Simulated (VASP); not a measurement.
# InGaO (P-6m2) in VASP: notebook

InGaO is run at these levels: PBE; tasks: single point, relaxation of cell and atoms.

All numbers are computed with VASP 6.6.1; they aren't measurements. Logs are shortened: lines on timing, memory, paths and dates and some standing lists are left out, and cuts for length are marked.

**1. The cell of the first run**

Symmetry: P-6m2, No. 187, hexagonal system. The conventional cell has a = 4.011 Å, b = 4.011 Å, c = 4.462 Å, α = 90.00°, β = 90.00°, γ = 120.00°. Within 3.3 Å of In (site symmetry -6m2) lie 3 O at 2.32 Å and 6 Ga at 3.22 Å. Ga (site symmetry -6m2) has 6 In at 3.22 Å and 6 O at 3.22 Å and 6 Ga at 4.01 Å within 4.2 Å. Within 3.3 Å of O (site symmetry -6m2) lie 3 In at 2.32 Å and 6 Ga at 3.22 Å.

The cell was generated, and may not be a known phase.

**2. Single point, PBE**

INCAR reads:

```
  ALGO = Normal
  EDIFF = 1E-7
  ENCUT = 520
  GGA = PE
  ISIF = 2
  ISMEAR = 0
  LASPH = T
  LCHARG = F
  LREAL = F
  LWAVE = F
  NBANDS = 23
  NELM = 60
  PREC = Accurate
  SIGMA = 0.1
```

KPOINTS reads:

```
k-points
0
Gamma
  6 6 4
```

POSCAR reads:

```
InGaO
1.0
    4.0113284700      0.0000000000      0.0000000000
   -2.0056642300      3.4739123500      0.0000000000
    0.0000000000      0.0000000000      4.4618041300
In Ga O
1 1 1
Direct
    0.6666666700      0.3333333300      0.5000000000
    0.0000000000      0.0000000000      0.0000000000
    0.3333333300      0.6666666700      0.5000000000
```

Potentials or basis: VASP PAW PBE potentials, release 64 (In_d, Ga_d, O).

On the command line:

```bash
$ cat potpaw_PBE.64/In_d/POTCAR potpaw_PBE.64/Ga_d/POTCAR potpaw_PBE.64/O/POTCAR > POTCAR
$ mpirun -np 1 vasp_std > vasp.out
```

OUTCAR:

```text
EDIFF = 1E-7
   ENCUT = 520
   GGA = PE
   ISIF = 2
   ISMEAR = 0
   LASPH = T
   LREAL = F
   NELM = 60
   PREC = Accurate

 ion  position               nearest neighbor table
   1  0.667  0.333  0.500-   3 2.32   3 2.32   3 2.32   2 3.22   2 3.22   2 3.22   2 3.22   2 3.22
                             2 3.22
   2  0.000  0.000  0.000-   1 3.22   1 3.22   1 3.22   1 3.22   1 3.22   1 3.22
   3  0.333  0.667  0.500-   1 2.32   1 2.32   1 2.32

  LATTYP: Found a hexagonal cell.
 ALAT       =     4.0113284700
 C/A-ratio  =     1.1123008658

  Lattice vectors:

 A1 = (   4.0113284700,   0.0000000000,   0.0000000000)
 A2 = (  -2.0056642300,   3.4739123500,   0.0000000000)
 A3 = (   0.0000000000,   0.0000000000,   4.4618041300)

Analysis of symmetry for initial positions (statically):
=====================================================================
 Subroutine PRICEL returns:
 Original cell was already a primitive cell.

 Routine SETGRP: Setting up the symmetry group for a
 hexagonal supercell.

 Subroutine GETGRP returns: Found 12 space group operations
 (whereof 12 operations were pure point group operations)
 out of a pool of 24 trial point group operations.

The static configuration has the point symmetry D_3h.

Analysis of symmetry for dynamics (positions and initial velocities):
=====================================================================
 Subroutine PRICEL returns:
 Original cell was already a primitive cell.

 Routine SETGRP: Setting up the symmetry group for a
 hexagonal supercell.

 Subroutine GETGRP returns: Found 12 space group operations
 (whereof 12 operations were pure point group operations)
 out of a pool of 24 trial point group operations.

The dynamic configuration has the point symmetry D_3h.

 Subroutine INISYM returns: Found 12 space group operations
 (whereof 12 operations are pure point group operations),
 and found     1 'primitive' translations

----------------------------------------------------------------------------------------

                                     Primitive cell

  volume of cell :      62.1753

  direct lattice vectors                    reciprocal lattice vectors
     4.011328470  0.000000000  0.000000000     0.249293970  0.143929941  0.000000000
    -2.005664230  3.473912350  0.000000000     0.000000000  0.287859882  0.000000000
     0.000000000  0.000000000  4.461804130     0.000000000  0.000000000  0.224124585

  length of vectors
     4.011328470  4.011328461  4.461804130     0.287859882  0.287859882  0.224124585

  position of ions in fractional coordinates (direct lattice)
     0.666666670  0.333333330  0.500000000
     0.000000000  0.000000000  0.000000000
     0.333333330  0.666666670  0.500000000

  ion indices of the primitive-cell ions
   primitive index   ion index
                 1           1
                 2           2
                 3           3

----------------------------------------------------------------------------------------

 KPOINTS: k-points

Automatic generation of k-mesh.
 Grid dimensions read from file:
 generate k-points for:    6    6    4

 Generating k-lattice:

  Cartesian coordinates                     Fractional coordinates (reciprocal lattice)
     0.041548995  0.023988323  0.000000000     0.166666667  0.000000000  0.000000000
     0.000000000  0.047976647  0.000000000     0.000000000  0.166666667  0.000000000
     0.000000000  0.000000000  0.056031146     0.000000000  0.000000000  0.250000000

  Length of vectors
     0.047976647  0.047976647  0.056031146

  Shift w.r.t. Gamma in fractional coordinates (k-lattice)
     0.000000000  0.000000000  0.000000000

 Subroutine IBZKPT returns following result:
 ===========================================

 Found     21 irreducible k-points:

 Following reciprocal coordinates:
            Coordinates               Weight
  0.000000  0.000000  0.000000      1.000000
  0.166667 -0.000000  0.000000      6.000000
  0.333333 -0.000000  0.000000      6.000000
  0.500000  0.000000  0.000000      3.000000
  0.166667  0.166667  0.000000      6.000000
  0.333333  0.166667  0.000000     12.000000
[... 13 lines left out ...]
  0.333333  0.166667  0.500000     12.000000
  0.333333  0.333333  0.500000      2.000000
   k-points           NKPTS =     21   k-points in BZ     NKDIM =     21   number of bands    NBANDS=     23
   number of dos      NEDOS =    301   number of ions     NIONS =      3
   total plane-waves  NPLWV =  32400
   dimension x,y,z NGX =    30 NGY =   30 NGZ =   36
   dimension x,y,z NGXF=    60 NGYF=   60 NGZF=   72
   ions per type =               1   1   1
   NGX,Y,Z   is equivalent  to a cutoff of  12.43, 12.43, 13.41 a.u.
   NGXF,Y,Z  is equivalent  to a cutoff of  24.87, 24.87, 26.83 a.u.
 SYSTEM =  unknown system
   PREC   = accura    normal or accurate (medium, high low for compatibility)
   ISTART =      0    job   : 0-new  1-cont  2-samecut
   ICHARG =      2    charge: 1-file 2-atom 10-const
   ISPIN  =      1    spin polarized calculation?
   LNONCOLLINEAR =      F non collinear calculations
   LSORBIT =      F    spin-orbit coupling
   LASPH  =      T    aspherical Exc in radial PAW
   ENCUT  =  520.0 eV  38.22 Ry    6.18 a.u.   7.46  7.46  8.30*2*pi/ulx,y,z
   NELM   =     60;   NELMIN=  2; NELMDL= -5     # of ELM steps
   EDIFF  = 0.1E-06   stopping-criterion for ELM
   LREAL  =      F    real-space projection
   EDIFFG = 0.1E-05   stopping-criterion for IOM
   NSW    =      0    number of steps for IOM
   IBRION =     -1    ionic relax: 0-MD 1-quasi-New 2-CG
   NFREE  =      0    steps in history (QN), initial steepest desc. (CG)
   ISIF   =      2    stress and relaxation
   ISYM   =      2    0-nonsym 1-usesym 2-fastsym
   POTIM  = 0.5000    time-step for ionic-motion
   TEBEG  =    0.0;   TEEND  =   0.0 temperature during run
   PSTRESS=    0.0 pullay stress
   NELECT =      32.0000    total number of electrons
   NUPDOWN=      -1.0000    fix difference up-down
   EMIN   =  10.00;   EMAX   =-10.00  energy-range for DOS
   EFERMI =   0.00;   METHOD = LEGACY
   ISMEAR =     0;   SIGMA  =   0.10  broadening in eV -4-tet -1-fermi 0-gaus
   EFERMI_NEDOS =   21; number of points for ismear=-14 and -15
   IALGO  =     38    algorithm
   IMIX   =      4    mixing-type and parameters
     AMIX     =   0.40;   BMIX     =  1.00
     AMIX_MAG =   1.60;   BMIX_MAG =  1.00
  volume/ion in A,a.u.               =      20.73       139.86
  Fermi-wavevector in a.u.,A,eV,Ry     =   1.311955  2.479236 23.418703  1.721226
  Thomas-Fermi vector in A             =   2.442381
   LORBIT       =      0    0 simple, 1 ext, 2 COOP (PROOUT), +10 PAW based schemes
   GGA     = PE    functional components
   LHFCALC =     F    Hartree Fock is set to
   AEXX    =    0.0000 exact exchange contribution
   IVDW    =     0    specifies the selected vdW correction
   LEPSILON=     F    determine dielectric tensor
   LRPA    =     F    only Hartree local field effects (RPA)
 non-spin polarized calculation
 Gauss-broadening in eV      SIGMA  =   0.10
  energy-cutoff  :      520.00
  volume of cell :       62.18
 maximum number of plane-waves:      1696
 NGX is ok and might be reduce to    30
   NGX = 15   NGY = 15   NGZ = 17

 number of electron      31.9999988 magnetization

 Free energy of the ion-electron system (eV)
  ---------------------------------------------------
  ext. energy  EPLUGINS =         0.00000000
  ---------------------------------------------------
  free energy    TOTEN  =       -11.49932187 eV

  energy without entropy =      -11.49624778  energy(sigma->0) =      -11.49778482

 E-fermi :   4.5824     XC(G=0):  -9.8009

 val. band max:        4.5692973871   @ k =   0.1667  -0.0000   0.0000
 cond. band min:       4.6324089713   @ k =   0.3333   0.3333   0.0000
 fundamental gap:      0.0631115842
 Fermi energy:         4.5824002295

 k-point     1 :       0.0000    0.0000    0.0000
  band No.  band energies     occupation
      1     -13.3320      2.00000
      2     -10.4313      2.00000
      3     -10.4240      2.00000
      4     -10.4240      2.00000
      5     -10.3910      2.00000
      6     -10.3910      2.00000
[... 15 lines left out ...]
     22      12.2822      0.00000
     23      14.0684      0.00000

 k-point     2 :       0.1667   -0.0000    0.0000
  band No.  band energies     occupation
      1     -13.2971      2.00000
      2     -10.4334      2.00000
      3     -10.4274      2.00000
      4     -10.4249      2.00000
      5     -10.3921      2.00000
      6     -10.3866      2.00000
[... 15 lines left out ...]
     22      12.6025      0.00000
     23      12.7102      0.00000

 k-point     3 :       0.3333   -0.0000    0.0000
  band No.  band energies     occupation
      1     -13.2313      2.00000
      2     -10.4341      2.00000
      3     -10.4330      2.00000
      4     -10.4273      2.00000
      5     -10.3935      2.00000
      6     -10.3780      2.00000
[... 15 lines left out ...]
     22      12.8500      0.00000
     23      13.7798      0.00000

 k-point     4 :       0.5000    0.0000    0.0000
  band No.  band energies     occupation
      1     -13.2005      2.00000
      2     -10.4374      2.00000
      3     -10.4301      2.00000
      4     -10.4290      2.00000
      5     -10.3943      2.00000
      6     -10.3736      2.00000
[... 15 lines left out ...]
     22      11.9754      0.00000
     23      14.4337      0.00000

 k-point     5 :       0.1667    0.1667    0.0000
  band No.  band energies     occupation
      1     -13.2473      2.00000
      2     -10.4356      2.00000
      3     -10.4335      2.00000
      4     -10.4235      2.00000
      5     -10.3934      2.00000
      6     -10.3804      2.00000
[... 356 lines left out ...]
 k-point    19 :       0.1667    0.1667    0.5000
  band No.  band energies     occupation
      1     -13.2324      2.00000
      2     -10.4232      2.00000
      3     -10.4200      2.00000
      4     -10.4183      2.00000
      5     -10.3964      2.00000
      6     -10.3877      2.00000
[... 15 lines left out ...]
     22      14.3278      0.00000
     23      14.4129      0.00000

 k-point    20 :       0.3333    0.1667    0.5000
  band No.  band energies     occupation
      1     -13.1905      2.00000
      2     -10.4241      2.00000
      3     -10.4174      2.00000
      4     -10.4157      2.00000
      5     -10.3902      2.00000
      6     -10.3791      2.00000
[... 15 lines left out ...]
     22      15.2112      0.00000
     23      16.1633      0.00000

 k-point    21 :       0.3333    0.3333    0.5000
  band No.  band energies     occupation
      1     -13.1769      2.00000
      2     -10.4269      2.00000
      3     -10.4163      2.00000
      4     -10.4141      2.00000
      5     -10.3832      2.00000
      6     -10.3813      2.00000
[... 15 lines left out ...]
     22      16.1383      0.00000
     23      16.6298      0.00000

------------------------ aborting loop because EDIFF is reached ----------------------------------------

  FORCE on cell =-STRESS in cart. coord.  units (eV):
  Direction    XX          YY          ZZ          XY          YZ          ZX
  --------------------------------------------------------------------------------------
  -------------------------------------------------------------------------------------
  Total       -2.2316696     -2.2316696     -0.4438880     -0.0000000      0.0000000      0.0000000
  in kB      -57.5072905    -57.5072902    -11.4384294     -0.0000001      0.0000000      0.0000000
  external PRESSURE =     -42.1510034 kB  Pullay stress =       0.0000000 kB

 VOLUME and BASIS-vectors are now :
 -----------------------------------------------------------------------------
  energy-cutoff  :      520.00
  volume of cell :       62.18
      direct lattice vectors                 reciprocal lattice vectors
     4.011328470  0.000000000  0.000000000     0.249293970  0.143929941  0.000000000
    -2.005664230  3.473912350  0.000000000     0.000000000  0.287859882  0.000000000
     0.000000000  0.000000000  4.461804130     0.000000000  0.000000000  0.224124585

 POSITION                                       TOTAL-FORCE (eV/Angst)
 -----------------------------------------------------------------------------------
      2.00566      1.15797      2.23090        -0.000000      0.000000      0.000000
      0.00000      0.00000      0.00000        -0.000000      0.000000      0.000000
     -0.00000      2.31594      2.23090         0.000000     -0.000000      0.000000
 -----------------------------------------------------------------------------------
    total drift:                                0.000017     -0.000010      0.000000

  FREE ENERGIE OF THE ION-ELECTRON SYSTEM (eV)
  ---------------------------------------------------
  free  energy   TOTEN  =       -11.4993218668 eV

  energy  without entropy=      -11.4962477765  energy(sigma->0) =      -11.49778482
```

It took 51 s on 1 thread of Intel Xeon 8259CL, shared host; peak memory 0.2 GiB.

Results:

| Item | Value |
| --- | --- |
| Free energy | -11.4993 eV |
| Pressure | -4.2 GPa |
| Band gap on the k mesh | zero (bands 16 and 17 overlap by 0.40 eV) |

Levels at points of the mesh, in eV from the Fermi level:
```
           k point  band 12  band 13  band 14  band 15  band 16  band 17  band 18  band 19  band 20  band 21
(0.00, 0.00, 0.00)    -7.17    -3.51    -3.04    -3.04     0.10     1.68     3.09     3.09     5.89     7.70
(0.50, 0.00, 0.00)    -7.11    -4.04    -3.90    -2.55    -1.23     1.73     2.85     3.11     4.74     5.39
(0.00, 0.00, 0.50)    -7.06    -4.10    -3.00    -3.00    -1.60     4.24     4.24     5.48     5.80     5.81
(0.50, 0.00, 0.50)    -6.12    -4.84    -3.73    -3.47    -0.34    -0.30     1.37     2.90     5.89     7.08
```

Caveat: the cell stands under tension; spin-orbit coupling is left out, which moves the levels of the heavy elements.

**3. Single point, PBE**

This run uses another cell than the first one, of 20.63 Å³/atom.

INCAR reads:

```
PREC = Accurate
ENCUT = 520
EDIFF = 1E-6
ISMEAR = 0
SIGMA = 0.1
LREAL = False
LASPH = True
NELM = 80
ALGO = Normal
ISIF = 2
LWAVE = False
LCHARG = False
GGA = PE
NBANDS = 23
```

KPOINTS reads:

```
Automatic mesh
0
Gamma
  6 6 4
```

POSCAR reads:

```
InGaO
1.0
    3.7231672053     -0.0000000027      0.0000000000
   -1.8615836003      3.2243573837      0.0000000000
    0.0000000000      0.0000000000      5.1559776903
In Ga O
1 1 1
Direct
    0.6666666667      0.3333333333      0.5000000000
    0.0000000000      0.0000000000      0.0000000000
    0.3333333333      0.6666666667      0.5000000000
```

Potentials or basis: VASP PAW PBE potentials, release 64 (In_d, Ga_d, O).

On the command line:

```bash
$ cat potpaw_PBE.64/In_d/POTCAR potpaw_PBE.64/Ga_d/POTCAR potpaw_PBE.64/O/POTCAR > POTCAR
$ mpirun -np 1 vasp_std > vasp.out
```

Wall time 50 s (1 thread of Intel Xeon 8259CL, shared host); peak memory 0.19 GiB.

It converged, with:

| Property | Result |
| --- | --- |
| Free energy | -11.6381 eV |
| Pressure | 0.2 GPa |
| Band gap on the k mesh | zero (bands 16 and 17 overlap by 0.25 eV) |

Stress tensor (GPa, compression positive):
```
 0.37  0.00  0.00
 0.00  0.37  0.00
 0.00  0.00 -0.22
```

Levels at points of the mesh, in eV from the Fermi level:
```tsv
k point	band 13	band 14	band 15	band 16	band 17	band 18	band 19	band 20
(0.00, 0.00, 0.00)	-4.95	-3.78	-3.78	-1.23	0.57	4.53	4.53	7.47
(0.50, 0.00, 0.00)	-4.88	-4.34	-3.59	-1.74	0.63	2.40	3.35	3.87
(0.00, 0.00, 0.50)	-4.20	-3.77	-3.77	-2.95	4.69	5.21	5.21	5.63
(0.50, 0.00, 0.50)	-4.97	-4.84	-4.03	-0.99	0.02	1.27	3.37	5.28
```

Caveat: spin-orbit coupling is left out, which moves the levels of the heavy elements.

**4. Relaxation of cell and atoms, PBE**

INCAR reads:

```
PREC = Accurate ; ENCUT = 600
EDIFF = 1E-6 ; ISMEAR = 0
SIGMA = 0.1 ; LREAL = F
LASPH = T ; NELM = 80
ALGO = Normal ; ISIF = 3
LWAVE = F ; LCHARG = F
GGA = PE ; IBRION = 2
NSW = 90 ; EDIFFG = -0.04
```

KPOINTS is that of step 3.

POSCAR reads:

```
InGaO
1.0
    4.0113284700      0.0000000000      0.0000000000
   -2.0056642300      3.4739123500      0.0000000000
    0.0000000000      0.0000000000      4.4618041300
In Ga O
1 1 1
Direct
    0.6666666700      0.3333333300      0.5000000000
    0.0000000000      0.0000000000      0.0000000000
    0.3333333300      0.6666666700      0.5000000000
```

On the command line:

```bash
$ cat potpaw_PBE.64/In_d/POTCAR potpaw_PBE.64/Ga_d/POTCAR potpaw_PBE.64/O/POTCAR > POTCAR
$ mpirun -np 1 vasp_std > vasp.out
```

It took 6.3 min on 1 thread of Intel Xeon 8259CL, shared host; peak memory 0.22 GiB.

It converged, with:

| Item | Value |
| --- | --- |
| Free energy | -11.6412 eV |
| Relaxed volume | 20.51 Å³/atom |
| Relaxed cell | a = 3.739 Å, b = 3.739 Å, c = 5.083 Å, α = 90.00°, β = 90.00°, γ = 120.00° |
| Space group after relaxing (to 0.1 Å) | P-6m2 (No. 187) |
| Energy gained by relaxing | 46.8 meV/atom |
| Ionic steps | 12 |
| Pressure after relaxing | 0.0 GPa |
| Band gap on the k mesh | zero (bands 16 and 17 overlap by 0.22 eV) |

The path:
```
step  energy change (eV)  largest force (eV/Å)  pressure (GPa)  volume (Å³)
   1              0.0000                0.0000           -4.25        62.18
   2             -0.1032                0.0000           -0.50        57.34
   3             -0.1054                0.0000            0.55        56.57
   4             -0.1054                0.0000            0.32        56.68
   5             -0.1096                0.0000            0.21        56.94
   6             -0.1191                0.0000            0.29        57.64
   7             -0.1293                0.0000            0.37        58.98
   8             -0.1353                0.0000            0.76        61.39
   9             -0.1354                0.0000            0.68        59.93
  10             -0.1389                0.0000            0.69        60.68
  11             -0.1306                0.0000           -1.47        63.78
  12             -0.1405                0.0000            0.01        61.54
```

Final structure:
```yaml
crystal:
  lattice:
    - [3.73927, 0.00000, 0.00000]
    - [-1.86964, 3.23830, 0.00000]
    - [0.00000, 0.00000, 5.08254]
  atoms:
    - { symbol: In, position: [0.66667, 0.33333, 0.50000] }
    - { symbol: Ga, position: [0.00000, 0.00000, 0.00000] }
    - { symbol: O, position: [0.33333, 0.66667, 0.50000] }
```

Levels at points of the mesh, in eV from the Fermi level:
```tsv
k point	band 12	band 13	band 14	band 15	band 16	band 17	band 18	band 19	band 20
(0.00, 0.00, 0.00)	-7.36	-4.86	-3.72	-3.72	-1.09	0.68	4.42	4.42	7.35
(0.50, 0.00, 0.00)	-7.62	-4.80	-4.31	-3.52	-1.71	0.70	2.48	3.31	3.96
(0.00, 0.00, 0.50)	-7.69	-4.19	-3.71	-3.71	-2.82	4.94	5.14	5.14	5.78
(0.50, 0.00, 0.50)	-7.22	-4.97	-4.76	-3.99	-0.93	0.00	1.30	3.33	5.37
```

Caveat: spin-orbit coupling is left out, which moves the levels of the heavy elements.

**5. Overview**

| task | cell | cutoff (eV) | gap on the mesh (eV) | pressure (GPa) |
| --- | --- | --- | --- | --- |
| single point | a = 4.011, b = 4.011, c = 4.462 Å, angles 90.0, 90.0, 120.0°, 3 atoms | 520 | none | -4.2 |
| single point | a = 3.723, b = 3.723, c = 5.156 Å, angles 90.0, 90.0, 120.0°, 3 atoms | 520 | none | 0.2 |
| relaxation of cell and atoms | relaxed from a = 4.011, b = 4.011, c = 4.462 Å, angles 90.0, 90.0, 120.0°, 3 atoms | 600 | none | 0.0 |

Alike in all rows: level PBE; potentials or basis VASP PAW PBE potentials, release 64 (In_d, Ga_d, O); no spin polarisation; k mesh 6 × 6 × 4; smearing gaussian 0.1 eV.

Caveats: spin-orbit coupling is left out, which moves the levels of the heavy elements; the cell stands under tension (at least some runs).

Total energies depend on the potentials used, so only differences within one code and one set of settings carry meaning.

The gap in the log of VASP goes by the Fermi energy; the results here count the filled bands.